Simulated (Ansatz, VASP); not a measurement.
# One calculation of Cs, two programs

```
CELL_PARAMETERS angstrom
3.84045 0.00000 0.00000
0.00000 3.84045 0.00000
0.00000 0.00000 3.84045
ATOMIC_POSITIONS crystal
Cs 0.00000 0.00000 0.00000
```

Change from the starting cell: volume scaled by 0.45, PAW files.

Alike in both runs: task single point; functional PBE; k mesh 8 × 8 × 8; occupations fermi-dirac, width 0.08 eV; no spin polarisation.

|  | VASP | Ansatz |
| --- | --- | --- |
| version | VASP 6.6.1 | Ansatz 0.2.0 |
| potentials or method | VASP PAW PBE potentials, release 64 (Cs_sv) | PAW with Ansatz's default frozen-core files, scalar-relativistic |
| plane-wave cutoff (eV) | 520 | 420 |
| valence electrons in the cell | 9 | 9 |

```csv
,VASP,Ansatz,Ansatz less VASP
pressure (GPa),3.0,3.0,-0.04
```

Spin-orbit coupling is off throughout.
